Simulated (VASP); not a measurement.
Input of a VASP 6.6.1 run:

File INCAR:

```
SYSTEM = I
PREC = Accurate
ENCUT = 520
EDIFF = 1E-7
ISMEAR = 0
SIGMA = 0.02
LREAL = .False.
LASPH = .True.
NELM = 60
ALGO = Normal
ISIF = 2
LWAVE = .False.
LCHARG = .False.
GGA = PE
NBANDS = 22
```

File KPOINTS:

```
regular mesh
0
Gamma
  8 8 4
  0 0 0
```

File POSCAR:

```
I
1.0
    4.4579554970     -2.3052085449      0.0000000000
    4.4579554970      2.3052085449      0.0000000000
    0.0000000000      0.0000000000      9.8271416777
I
4
Direct
    0.8406141561      0.1593858439      0.8779258049
    0.3406141561      0.6593858439      0.6220741951
    0.1593858439      0.8406141561      0.1220741951
    0.6593858439      0.3406141561      0.3779258049
```

Potentials or basis: VASP PAW PBE potentials, release 64 (I).

The run is started by

```bash
$ cat potpaw_PBE.64/I/POTCAR > POTCAR
$ mpirun -np 1 vasp_std > vasp.out
```

Predict the largest force.

0.020 eV/Å.

What does it give for the pressure?

0.0 GPa.

Estimate the band gap on the k mesh.

1.02 eV, indirect (least direct gap 1.08 eV).

Forces on the atoms (eV/Å):
```
I    0.000 -0.008  0.018
I    0.000 -0.008 -0.018
I    0.000  0.008 -0.018
I    0.000  0.008  0.018
```

Caveat: spin-orbit coupling is left out, which moves the levels of the heavy elements. A k mesh can miss the band edges.
